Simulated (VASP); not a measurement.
Set up this calculation in VASP 6.6.1, as the native input.

```
Task                   : single point
Functional             : r2SCAN
Potentials or basis    : VASP PAW PBE potentials, release 64 (Os, C)
Cutoff                 : 520 eV
k mesh                 : 10 × 10 × 10
Occupations            : gaussian, width 0.1 eV
Spin                   : no spin polarisation
Dipole correction      : no
Further INCAR settings : ALGO = Normal; EDIFF = 1e-07; NBANDS = 25
```

OsC2:

```xyz
6
Lattice="2.6216 -3.4905 0.0000 2.6216 3.4905 0.0000 0.0000 0.0000 4.2475" Properties=species:S:1:pos:R:3 pbc="T T T"
Os    2.6216   -1.7453    2.9242
Os    2.6216    1.7453    1.3234
C     2.6216    0.0000    2.1238
C     0.0000    0.0000    2.1238
C     1.3108    1.7453    0.0000
C     1.3108   -1.7453    0.0000
```

The input as run:

POSCAR

```
OsC2
1.0
    2.6215839638     -3.4905280615      0.0000000000
    2.6215839638      3.4905280615      0.0000000000
    0.0000000000      0.0000000000      4.2475151808
Os C
2 4
Direct
    0.7500000000      0.2500000000      0.6884382442
    0.2500000000      0.7500000000      0.3115617558
    0.5000000000      0.5000000000      0.5000000000
    0.0000000000      0.0000000000      0.5000000000
    0.0000000000      0.5000000000      0.0000000000
    0.5000000000      0.0000000000      0.0000000000
```

INCAR.step1

```
PREC = Accurate
ENCUT = 520
ISMEAR = 0
SIGMA = 0.1
LREAL = F
LASPH = T
NELM = 60
NBANDS = 25
GGA = PE
ALGO = Normal
EDIFF = 1E-4
LWAVE = T
LCHARG = F
```

INCAR.step2

```
PREC = Accurate
ENCUT = 520
EDIFF = 1E-7
ISMEAR = 0
SIGMA = 0.1
LREAL = F
LASPH = T
NELM = 60
ALGO = Normal
ISIF = 2
LWAVE = F
LCHARG = F
METAGGA = R2SCAN
LMIXTAU = T
NBANDS = 25
ISTART = 1
```

KPOINTS

```
regular mesh
0
Gamma
  10 10 10
```

Potentials or basis: VASP PAW PBE potentials, release 64 (Os, C).

Launch:

```sh
$ cat potpaw_PBE.64/Os/POTCAR potpaw_PBE.64/C/POTCAR > POTCAR
$ cp INCAR.step1 INCAR
$ mpirun -np 1 vasp_std > vasp.out
$ cp INCAR.step2 INCAR
$ mpirun -np 1 vasp_std > vasp.out
```

It gave:

```json
{"Pressure": "1.7 GPa", "Largest force": "0.114 eV/Å", "Band gap on the k mesh": "zero (bands 16 and 17 overlap by 1.01 eV)"}
```

Caveat: the PAW data sets were made with another functional, which shifts forces and pressure a little; spin-orbit coupling is left out, which moves the levels of the heavy elements.

It took 6.2 min on 1 thread of Intel(R) Xeon(R) 6975P-C (Granite Rapids), with other jobs on the host, peak memory 0.41 GiB.
